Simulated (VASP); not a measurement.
# Al3C4 (P4/mmm) in VASP: single point with PBE

Aim: the single point of Al3C4 with PBE.

All numbers are computed with VASP 6.6.1; they aren't measurements. Logs are shortened: lines on timing, memory, paths and dates and some standing lists are left out, and cuts for length are marked.

### Step 1. The cell of the first run

The structure is tetragonal, space group P4/mmm (No. 123). Conventional cell: a = 4.089 Å, b = 4.089 Å, c = 4.904 Å, α = 90.00°, β = 90.00°, γ = 90.00°. Al (site symmetry 4mm) has 4 C at 2.19 Å and 2 Al at 2.35 to 2.55 Å within 2.9 Å. Within 3.5 Å of Al (site symmetry 4/mmm) lie 8 C at 2.67 Å and 8 Al at 3.16 Å. C (site symmetry m2m) has 2 C at 1.48 Å within 2.0 Å.

The cell was generated, and may not be a known phase.

### Step 2. Single point, PBE

Input file INCAR:

```
SYSTEM = Al3C4
ALGO = Normal
EDIFF = 1E-6
ENCUT = 1300
GGA = PE
GGA_COMPAT = .FALSE.
ISIF = 2
ISMEAR = 0
LASPH = .TRUE.
LCHARG = .FALSE.
LREAL = .FALSE.
LWAVE = .FALSE.
NBANDS = 22
NELM = 120
PREC = Accurate
SIGMA = 0.1
```

Input file KPOINTS:

```
k-points
0
G
  10 10 8
  0 0 0
```

Input file POSCAR:

```
Al3C4
1.0
    4.0889974779      0.0000000000      0.0000000000
    0.0000000000      4.0889974779      0.0000000000
    0.0000000000      0.0000000000      4.9038085293
Al C
3 4
Direct
    0.0000000000      0.0000000000      0.2599071012
    0.0000000000      0.0000000000      0.7400928988
    0.5000000000      0.5000000000      0.0000000000
    0.3189945136      0.3189945136      0.5000000000
    0.6810054864      0.6810054864      0.5000000000
    0.6810054864      0.3189945136      0.5000000000
    0.3189945136      0.6810054864      0.5000000000
```

Potentials or basis: VASP PAW PBE potentials, release 64 (Al, C_h).

Started as:

```console
cat potpaw_PBE.64/Al/POTCAR potpaw_PBE.64/C_h/POTCAR > POTCAR
mpirun -np 1 vasp_std > vasp.out
```

OUTCAR:

```text
SYSTEM = Al3C4
   EDIFF = 1E-6
   ENCUT = 1300
   GGA = PE
   ISIF = 2
   ISMEAR = 0
   LASPH = .TRUE.
   LREAL = .FALSE.
   NELM = 120
   PREC = Accurate

 ion  position               nearest neighbor table
   1  0.000  0.000  0.260-   4 2.19   5 2.19   6 2.19   7 2.19   2 2.35   2 2.55   3 3.16   3 3.16
                             3 3.16   3 3.16
   2  0.000  0.000  0.740-   4 2.19   5 2.19   6 2.19   7 2.19   1 2.35   1 2.55   3 3.16   3 3.16
                             3 3.16   3 3.16
   3  0.500  0.500  0.000-   1 3.16   2 3.16   1 3.16   2 3.16   1 3.16   2 3.16   1 3.16   2 3.16

   4  0.319  0.319  0.500-   6 1.48   7 1.48   1 2.19   2 2.19
   5  0.681  0.681  0.500-   6 1.48   7 1.48   1 2.19   2 2.19
   6  0.681  0.319  0.500-   4 1.48   5 1.48   1 2.19   2 2.19
   7  0.319  0.681  0.500-   4 1.48   5 1.48   1 2.19   2 2.19

  LATTYP: Found a simple tetragonal cell.
 ALAT       =     4.0889974779
 C/A-ratio  =     1.1992691499

  Lattice vectors:

 A1 = (   4.0889974779,   0.0000000000,   0.0000000000)
 A2 = (   0.0000000000,   4.0889974779,   0.0000000000)
 A3 = (   0.0000000000,   0.0000000000,   4.9038085293)

Analysis of symmetry for initial positions (statically):
=====================================================================
 Subroutine PRICEL returns:
 Original cell was already a primitive cell.

 Routine SETGRP: Setting up the symmetry group for a
 simple tetragonal supercell.

 Subroutine GETGRP returns: Found 16 space group operations
 (whereof 16 operations were pure point group operations)
 out of a pool of 16 trial point group operations.

The static configuration has the point symmetry D_4h.

Analysis of symmetry for dynamics (positions and initial velocities):
=====================================================================
 Subroutine PRICEL returns:
 Original cell was already a primitive cell.

 Routine SETGRP: Setting up the symmetry group for a
 simple tetragonal supercell.

 Subroutine GETGRP returns: Found 16 space group operations
 (whereof 16 operations were pure point group operations)
 out of a pool of 16 trial point group operations.

The dynamic configuration has the point symmetry D_4h.

 Subroutine INISYM returns: Found 16 space group operations
 (whereof 16 operations are pure point group operations),
 and found     1 'primitive' translations

----------------------------------------------------------------------------------------

                                     Primitive cell

  volume of cell :      81.9912

  direct lattice vectors                    reciprocal lattice vectors
     4.088997478  0.000000000  0.000000000     0.244558723  0.000000000  0.000000000
     0.000000000  4.088997478  0.000000000     0.000000000  0.244558723  0.000000000
     0.000000000  0.000000000  4.903808529     0.000000000  0.000000000  0.203923133

  length of vectors
     4.088997478  4.088997478  4.903808529     0.244558723  0.244558723  0.203923133

  position of ions in fractional coordinates (direct lattice)
     0.000000000  0.000000000  0.259907101
     0.000000000  0.000000000  0.740092899
     0.500000000  0.500000000  0.000000000
     0.318994514  0.318994514  0.500000000
     0.681005486  0.681005486  0.500000000
     0.681005486  0.318994514  0.500000000
     0.318994514  0.681005486  0.500000000

  ion indices of the primitive-cell ions
   primitive index   ion index
                 1           1
                 2           2
                 3           3
                 4           4
                 5           5
                 6           6
                 7           7

----------------------------------------------------------------------------------------

 KPOINTS: k-points

Automatic generation of k-mesh.
 Grid dimensions read from file:
 generate k-points for:   10   10    8

 Generating k-lattice:

  Cartesian coordinates                     Fractional coordinates (reciprocal lattice)
     0.024455872  0.000000000  0.000000000     0.100000000  0.000000000  0.000000000
     0.000000000  0.024455872  0.000000000     0.000000000  0.100000000  0.000000000
     0.000000000  0.000000000  0.025490392     0.000000000  0.000000000  0.125000000

  Length of vectors
     0.024455872  0.024455872  0.025490392

  Shift w.r.t. Gamma in fractional coordinates (k-lattice)
     0.000000000  0.000000000  0.000000000

 Subroutine IBZKPT returns following result:
 ===========================================

 Found    105 irreducible k-points:

 Following reciprocal coordinates:
            Coordinates               Weight
  0.000000  0.000000  0.000000      1.000000
  0.100000  0.000000  0.000000      4.000000
  0.200000  0.000000  0.000000      4.000000
  0.300000  0.000000  0.000000      4.000000
  0.400000  0.000000  0.000000      4.000000
  0.500000  0.000000  0.000000      2.000000
[... 16 lines left out ...]
  0.100000  0.000000  0.125000      8.000000
  0.200000  0.000000  0.125000      8.000000
 [... further k-points ...]
   k-points           NKPTS =    105   k-points in BZ     NKDIM =    105   number of bands    NBANDS=     22
   number of dos      NEDOS =    301   number of ions     NIONS =      7
   total plane-waves  NPLWV = 138240
   dimension x,y,z NGX =    48 NGY =   48 NGZ =   60
   dimension x,y,z NGXF=    96 NGYF=   96 NGZF=  120
   ions per type =               3   4
   NGX,Y,Z   is equivalent  to a cutoff of  19.52, 19.52, 20.34 a.u.
   NGXF,Y,Z  is equivalent  to a cutoff of  39.03, 39.03, 40.68 a.u.
 SYSTEM =  Al3C4
   PREC   = accura    normal or accurate (medium, high low for compatibility)
   ISTART =      0    job   : 0-new  1-cont  2-samecut
   ICHARG =      2    charge: 1-file 2-atom 10-const
   ISPIN  =      1    spin polarized calculation?
   LNONCOLLINEAR =      F non collinear calculations
   LSORBIT =      F    spin-orbit coupling
   LASPH  =      T    aspherical Exc in radial PAW
   ENCUT  = 1300.0 eV  95.55 Ry    9.77 a.u.  12.02 12.02 14.42*2*pi/ulx,y,z
   NELM   =    120;   NELMIN=  2; NELMDL= -5     # of ELM steps
   EDIFF  = 0.1E-05   stopping-criterion for ELM
   LREAL  =      F    real-space projection
   EDIFFG = 0.1E-04   stopping-criterion for IOM
   NSW    =      0    number of steps for IOM
   IBRION =     -1    ionic relax: 0-MD 1-quasi-New 2-CG
   NFREE  =      0    steps in history (QN), initial steepest desc. (CG)
   ISIF   =      2    stress and relaxation
   ISYM   =      2    0-nonsym 1-usesym 2-fastsym
   POTIM  = 0.5000    time-step for ionic-motion
   TEBEG  =    0.0;   TEEND  =   0.0 temperature during run
   PSTRESS=    0.0 pullay stress
   NELECT =      25.0000    total number of electrons
   NUPDOWN=      -1.0000    fix difference up-down
   EMIN   =  10.00;   EMAX   =-10.00  energy-range for DOS
   EFERMI =   0.00;   METHOD = LEGACY
   ISMEAR =     0;   SIGMA  =   0.10  broadening in eV -4-tet -1-fermi 0-gaus
   EFERMI_NEDOS =   21; number of points for ismear=-14 and -15
   IALGO  =     38    algorithm
   IMIX   =      4    mixing-type and parameters
     AMIX     =   0.40;   BMIX     =  1.00
     AMIX_MAG =   1.60;   BMIX_MAG =  1.00
  volume/ion in A,a.u.               =      11.71        79.04
  Fermi-wavevector in a.u.,A,eV,Ry     =   1.101875  2.082242 16.519230  1.214129
  Thomas-Fermi vector in A             =   2.238309
   LORBIT       =      0    0 simple, 1 ext, 2 COOP (PROOUT), +10 PAW based schemes
   GGA     = PE    functional components
   LHFCALC =     F    Hartree Fock is set to
   AEXX    =    0.0000 exact exchange contribution
   IVDW    =     0    specifies the selected vdW correction
   LEPSILON=     F    determine dielectric tensor
   LRPA    =     F    only Hartree local field effects (RPA)
 non-spin polarized calculation
 Gauss-broadening in eV      SIGMA  =   0.10
  energy-cutoff  :     1300.00
  volume of cell :       81.99
 maximum number of plane-waves:      8763
   NGX = 25   NGY = 25   NGZ = 29

 number of electron      25.0000000 magnetization

 Free energy of the ion-electron system (eV)
  ---------------------------------------------------
  ext. energy  EPLUGINS =         0.00000000
  ---------------------------------------------------
  free energy    TOTEN  =       -42.01460326 eV

  energy without entropy =      -42.00500085  energy(sigma->0) =      -42.00980205

 E-fermi :   7.0712     XC(G=0): -10.5757

 val. band max:        7.0705176269   @ k =   0.3000   0.1000   0.3750
 cond. band min:       7.0737411362   @ k =   0.0000   0.0000   0.2500
 fundamental gap:      0.0032235093
 Fermi energy:         7.0712472169

 k-point     1 :       0.0000    0.0000    0.0000
  band No.  band energies     occupation
      1     -11.0961      2.00000
      2      -3.0322      2.00000
      3      -3.0322      2.00000
      4      -2.9200      2.00000
      5      -0.5638      2.00000
      6       0.1223      2.00000
[... 14 lines left out ...]
     21      14.3926      0.00000
     22      16.1387      0.00000

 k-point     2 :       0.1000    0.0000    0.0000
  band No.  band energies     occupation
      1     -11.0658      2.00000
      2      -3.7999      2.00000
      3      -2.9999      2.00000
      4      -2.2310      2.00000
      5      -0.5040      2.00000
      6       0.3281      2.00000
[... 14 lines left out ...]
     21      14.4396      0.00000
     22      15.0657      0.00000

 k-point     3 :       0.2000    0.0000    0.0000
  band No.  band energies     occupation
      1     -10.9831      2.00000
      2      -4.5817      2.00000
      3      -2.9108      2.00000
      4      -1.6321      2.00000
      5      -0.3330      2.00000
      6       0.8230      2.00000
[... 14 lines left out ...]
     21      14.4962      0.00000
     22      14.5514      0.00000

 k-point     4 :       0.3000    0.0000    0.0000
  band No.  band energies     occupation
      1     -10.8725      2.00000
      2      -5.2276      2.00000
      3      -2.7895      2.00000
      4      -1.1261      2.00000
      5      -0.0818      2.00000
      6       1.2510      2.00000
[... 14 lines left out ...]
     21      14.3552      0.00000
     22      14.7082      0.00000

 k-point     5 :       0.4000    0.0000    0.0000
  band No.  band energies     occupation
      1     -10.7750      2.00000
      2      -5.6582      2.00000
      3      -2.6799      2.00000
      4      -0.6814      2.00000
      5       0.1738      2.00000
      6       1.2373      2.00000
[... 14 lines left out ...]
     21      13.6850      0.00000
     22      14.8935      0.00000

 k-point     6 :       0.5000    0.0000    0.0000
  band No.  band energies     occupation
      1     -10.7355      2.00000
      2      -5.8106      2.00000
      3      -2.6346      2.00000
      4      -0.4580      2.00000
      5       0.2917      2.00000
      6       1.0607      2.00000
[... 14 lines left out ...]
     21      13.0260      0.00000
     22      14.9629      0.00000

 k-point     7 :       0.1000    0.1000    0.0000
  band No.  band energies     occupation
      1     -11.0360      2.00000
      2      -3.9735      2.00000
      3      -3.3147      2.00000
      4      -1.7567      2.00000
      5      -0.4448      2.00000
      6       0.5043      2.00000
[... 324 lines left out ...]
      6       2.8867      2.00000
[... 14 lines left out ...]
     21      15.4283      0.00000
     22      15.4690      0.00000

 k-point    21 :       0.5000    0.5000    0.0000
  band No.  band energies     occupation
      1     -10.4585      2.00000
      2      -4.8191      2.00000
      3      -4.8191      2.00000
      4      -2.7820      2.00000
      5       0.9321      2.00000
      6       3.1482      2.00000
[... 14 lines left out ...]
     21      15.2655      0.00000
     22      15.8871      0.00000

 k-point    22 :       0.0000    0.0000    0.1250
  band No.  band energies     occupation
      1     -11.0888      2.00000
      2      -3.0260      2.00000
      3      -3.0260      2.00000
      4      -2.8956      2.00000
      5      -0.9512      2.00000
      6       0.1281      2.00000
[... 14 lines left out ...]
     21      14.6499      0.00000
     22      15.7134      0.00000

 k-point    23 :       0.1000    0.0000    0.1250
  band No.  band energies     occupation
      1     -11.0587      2.00000
      2      -3.7831      2.00000
      3      -2.9939      2.00000
      4      -2.2254      2.00000
      5      -0.8717      2.00000
      6       0.3368      2.00000
[... 14 lines left out ...]
     21      14.6984      0.00000
     22      15.1380      0.00000

 k-point    24 :       0.2000    0.0000    0.1250
  band No.  band energies     occupation
      1     -10.9763      2.00000
      2      -4.5645      2.00000
      3      -2.9051      2.00000
      4      -1.6454      2.00000
      5      -0.6582      2.00000
      6       0.8689      2.00000
[... 14 lines left out ...]
     21      14.0540      0.00000
     22      14.1022      0.00000

 [... further k-points ...]

------------------------ aborting loop because EDIFF is reached ----------------------------------------

  FORCE on cell =-STRESS in cart. coord.  units (eV):
  Direction    XX          YY          ZZ          XY          YZ          ZX
  --------------------------------------------------------------------------------------
  -------------------------------------------------------------------------------------
  Total       -0.0189573     -0.0189573     -0.0724843      0.0000000     -0.0000000     -0.0000000
  in kB       -0.3704410     -0.3704410     -1.4164044      0.0000000     -0.0000000     -0.0000000
  external PRESSURE =      -0.7190955 kB  Pullay stress =       0.0000000 kB

 VOLUME and BASIS-vectors are now :
 -----------------------------------------------------------------------------
  energy-cutoff  :     1300.00
  volume of cell :       81.99
      direct lattice vectors                 reciprocal lattice vectors
     4.088997478  0.000000000  0.000000000     0.244558723  0.000000000  0.000000000
     0.000000000  4.088997478  0.000000000     0.000000000  0.244558723  0.000000000
     0.000000000  0.000000000  4.903808529     0.000000000  0.000000000  0.203923133

 POSITION                                       TOTAL-FORCE (eV/Angst)
 -----------------------------------------------------------------------------------
      0.00000      0.00000      1.27453         0.000000     -0.000000     -0.002711
      0.00000      0.00000      3.62927         0.000000     -0.000000      0.002711
      2.04450      2.04450      0.00000         0.000000     -0.000000      0.000000
      1.30437      1.30437      2.45190        -0.004143     -0.004143     -0.000000
      2.78463      2.78463      2.45190         0.004143      0.004143      0.000000
      2.78463      1.30437      2.45190         0.004143     -0.004143     -0.000000
      1.30437      2.78463      2.45190        -0.004143      0.004143      0.000000
 -----------------------------------------------------------------------------------
    total drift:                                0.000000      0.000000     -0.000000

  FREE ENERGIE OF THE ION-ELECTRON SYSTEM (eV)
  ---------------------------------------------------
  free  energy   TOTEN  =       -42.0146032625 eV

  energy  without entropy=      -42.0050008459  energy(sigma->0) =      -42.00980205
```

Wall time 6.5 min (1 thread of AMD EPYC 9R45 (Zen 5), shared host); peak memory 0.74 GiB.

Results:

| Property | Result |
| --- | --- |
| Free energy | -42.0146 eV |
| Pressure | -0.1 GPa |
| Largest force | 0.006 eV/Å |
| Band gap on the k mesh | zero (an odd number of electrons rules out a gap without spin polarisation) |

Forces in eV/Å, atoms in the order of the input:
```
Al   0.000  0.000 -0.003
Al   0.000  0.000  0.003
Al   0.000  0.000  0.000
C   -0.004 -0.004  0.000
C    0.004  0.004  0.000
C    0.004 -0.004  0.000
C   -0.004  0.004  0.000
```

Caveat: an odd number of electrons without spin polarisation forces a metal; a magnetic or distorted state may lie lower.
